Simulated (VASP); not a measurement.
# Hg (Pm-3n) in VASP: single point with RPBE

Aim: the single point of Hg with RPBE.

All numbers are computed with VASP 6.6.1; they aren't measurements. Logs are shortened: lines on timing, memory, paths and dates and some standing lists are left out, and cuts for length are marked.

**1. The cell of the first run**

It takes space group Pm-3n (No. 223, cubic). Conventional cell: a = 9.200 Å, b = 9.200 Å, c = 9.200 Å, α = 90.00°, β = 90.00°, γ = 90.00°.

**2. Single point, RPBE**

The input, INCAR:

```
SYSTEM = Hg
ALGO = Normal
EDIFF = 1E-7
ENCUT = 520
GGA = RP
ISIF = 2
ISMEAR = -1
LASPH = .True.
LCHARG = .True.
LELF = .True.
LREAL = .False.
LVHAR = .True.
LWAVE = .False.
NBANDS = 58
NELM = 80
PREC = Accurate
SIGMA = 0.1
```

The input, KPOINTS:

```
k-points
0
Gamma
  5 5 5
  0 0 0
```

The input, POSCAR:

```
Hg
1.0
    9.2003807667      0.0000000000      0.0000000000
    0.0000000000      9.2003807667      0.0000000000
    0.0000000000      0.0000000000      9.2003807667
Hg
8
Direct
    1.0000000000      1.0000000000      1.0000000000
    0.5000000000      0.5000000000      0.5000000000
    0.2500000000      1.0000000000      0.5000000000
    0.7500000000      1.0000000000      0.5000000000
    0.5000000000      0.2500000000      0.0000000000
    0.5000000000      0.7500000000      1.0000000000
    1.0000000000      0.5000000000      0.2500000000
    1.0000000000      0.5000000000      0.7500000000
```

Potentials or basis: VASP PAW PBE potentials, release 64 (Hg).

Run with:

```
cat potpaw_PBE.64/Hg/POTCAR > POTCAR
mpirun -np 1 vasp_std > vasp.out
```

OUTCAR:

```text
SYSTEM = Hg
   EDIFF = 1E-7
   ENCUT = 520
   GGA = RP
   ISIF = 2
   ISMEAR = -1
   LASPH = .True.
   LREAL = .False.
   NELM = 80
   PREC = Accurate

 ion  position               nearest neighbor table
   1  0.000  0.000  0.000-
   2  0.500  0.500  0.500-
   3  0.250  0.000  0.500-
   4  0.750  0.000  0.500-
   5  0.500  0.250  0.000-
   6  0.500  0.750  0.000-
   7  0.000  0.500  0.250-
   8  0.000  0.500  0.750-

  LATTYP: Found a simple cubic cell.
 ALAT       =     9.2003807667

  Lattice vectors:

 A1 = (   9.2003807667,   0.0000000000,   0.0000000000)
 A2 = (   0.0000000000,   9.2003807667,   0.0000000000)
 A3 = (   0.0000000000,   0.0000000000,   9.2003807667)

Analysis of symmetry for initial positions (statically):
=====================================================================
 Subroutine PRICEL returns:
 Original cell was already a primitive cell.

 Routine SETGRP: Setting up the symmetry group for a
 simple cubic supercell.

 Subroutine GETGRP returns: Found 48 space group operations
 (whereof 24 operations were pure point group operations)
 out of a pool of 48 trial point group operations.

The static configuration has the point symmetry T_h .
 The point group associated with its full space group is O_h .

Analysis of symmetry for dynamics (positions and initial velocities):
=====================================================================
 Subroutine PRICEL returns:
 Original cell was already a primitive cell.

 Routine SETGRP: Setting up the symmetry group for a
 simple cubic supercell.

 Subroutine GETGRP returns: Found 48 space group operations
 (whereof 24 operations were pure point group operations)
 out of a pool of 48 trial point group operations.

The dynamic configuration has the point symmetry T_h .
 The point group associated with its full space group is O_h .

 Subroutine INISYM returns: Found 48 space group operations
 (whereof 24 operations are pure point group operations),
 and found     1 'primitive' translations

----------------------------------------------------------------------------------------

[... 87 lines left out ...]
   ENCUT  =  520.0 eV  38.22 Ry    6.18 a.u.  17.11 17.11 17.11*2*pi/ulx,y,z
   NELM   =     80;   NELMIN=  2; NELMDL= -5     # of ELM steps
   EDIFF  = 0.1E-06   stopping-criterion for ELM
   LREAL  =      F    real-space projection
   EDIFFG = 0.1E-05   stopping-criterion for IOM
   NSW    =      0    number of steps for IOM
   IBRION =     -1    ionic relax: 0-MD 1-quasi-New 2-CG
   NFREE  =      0    steps in history (QN), initial steepest desc. (CG)
   ISIF   =      2    stress and relaxation
   ISYM   =      2    0-nonsym 1-usesym 2-fastsym
   POTIM  = 0.5000    time-step for ionic-motion
   TEBEG  =    0.0;   TEEND  =   0.0 temperature during run
   PSTRESS=    0.0 pullay stress
   NELECT =      96.0000    total number of electrons
   NUPDOWN=      -1.0000    fix difference up-down
   EMIN   =  10.00;   EMAX   =-10.00  energy-range for DOS
   EFERMI =   0.00;   METHOD = LEGACY
   ISMEAR =    -1;   SIGMA  =   0.10  broadening in eV -4-tet -1-fermi 0-gaus
   EFERMI_NEDOS =   21; number of points for ismear=-14 and -15
   IALGO  =     38    algorithm
   IMIX   =      4    mixing-type and parameters
     AMIX     =   0.40;   BMIX     =  1.00
     AMIX_MAG =   1.60;   BMIX_MAG =  1.00
  volume/ion in A,a.u.               =      97.35       656.94
  Fermi-wavevector in a.u.,A,eV,Ry     =   0.814753  1.539660  9.031859  0.663823
  Thomas-Fermi vector in A             =   1.924717
   LORBIT       =      0    0 simple, 1 ext, 2 COOP (PROOUT), +10 PAW based schemes
   GGA     = RP    functional components
   LHFCALC =     F    Hartree Fock is set to
   AEXX    =    0.0000 exact exchange contribution
   IVDW    =     0    specifies the selected vdW correction
   LEPSILON=     F    determine dielectric tensor
   LRPA    =     F    only Hartree local field effects (RPA)
 non-spin polarized calculation
  energy-cutoff  :      520.00
  volume of cell :      778.78
 maximum number of plane-waves:     21003
 NGX is ok and might be reduce to    70
   NGX = 35   NGY = 35   NGZ = 35

 number of electron      96.0000015 magnetization

 Free energy of the ion-electron system (eV)
  ---------------------------------------------------
  ext. energy  EPLUGINS =         0.00000000
  ---------------------------------------------------
  free energy    TOTEN  =        -0.26264738 eV

  energy without entropy =       -0.26264738  energy(sigma->0) =       -0.26264738

 E-fermi :  -2.5952     XC(G=0):  -4.6097

 val. band max:       -4.7801009878   @ k =   0.2000   0.2000   0.2000
 cond. band min:      -0.5178713094   @ k =   0.0000   0.0000   0.0000
 fundamental gap:      4.2622296784
 Fermi energy:        -2.5951731898

 k-point     1 :       0.0000    0.0000    0.0000
  band No.  band energies     occupation
      1      -8.2149      2.00000
      2      -8.2133      2.00000
      3      -8.2133      2.00000
      4      -8.1895      2.00000
      5      -8.1895      2.00000
      6      -8.1895      2.00000
[... 599 lines left out ...]
     57       1.1759      0.00000
     58       1.1821      0.00000

------------------------ aborting loop because EDIFF is reached ----------------------------------------

  FORCE on cell =-STRESS in cart. coord.  units (eV):
  Direction    XX          YY          ZZ          XY          YZ          ZX
  --------------------------------------------------------------------------------------
  -------------------------------------------------------------------------------------
  Total        0.0617600      0.0617600      0.0617600      0.0000000      0.0000000     -0.0000000
  in kB        0.1270575      0.1270575      0.1270575      0.0000000      0.0000000     -0.0000000
  external PRESSURE =       0.1270575 kB  Pullay stress =       0.0000000 kB

 VOLUME and BASIS-vectors are now :
 -----------------------------------------------------------------------------
  energy-cutoff  :      520.00
  volume of cell :      778.78
      direct lattice vectors                 reciprocal lattice vectors
     9.200380767  0.000000000  0.000000000     0.108691154  0.000000000  0.000000000
     0.000000000  9.200380767  0.000000000     0.000000000  0.108691154  0.000000000
     0.000000000  0.000000000  9.200380767     0.000000000  0.000000000  0.108691154

 POSITION                                       TOTAL-FORCE (eV/Angst)
 -----------------------------------------------------------------------------------
      0.00000      0.00000      0.00000         0.000000      0.000000      0.000000
      4.60019      4.60019      4.60019         0.000000      0.000000      0.000000
      2.30010      0.00000      4.60019         0.000000      0.000000     -0.000000
      6.90029      0.00000      4.60019        -0.000000     -0.000000      0.000000
      4.60019      2.30010      0.00000         0.000000      0.000000      0.000000
      4.60019      6.90029      0.00000        -0.000000      0.000000     -0.000000
      0.00000      4.60019      2.30010         0.000000      0.000000     -0.000000
      0.00000      4.60019      6.90029         0.000000      0.000000      0.000000
 -----------------------------------------------------------------------------------
    total drift:                                0.000000      0.000000      0.000000

  FREE ENERGIE OF THE ION-ELECTRON SYSTEM (eV)
  ---------------------------------------------------
  free  energy   TOTEN  =        -0.2626473820 eV

  energy  without entropy=       -0.2626473759  energy(sigma->0) =       -0.26264738
```

It took 12 min on 1 thread of AMD EPYC 7R13, shared host; peak memory 0.83 GiB.

Results:

```
Free energy            : -0.2626 eV
Pressure               : 0.0 GPa
Band gap on the k mesh : 4.26 eV, indirect (least direct gap 4.28 eV)
```

Caveat: the PAW data sets were made with another functional, which shifts forces and pressure a little; spin-orbit coupling is left out, which moves the levels of the heavy elements.
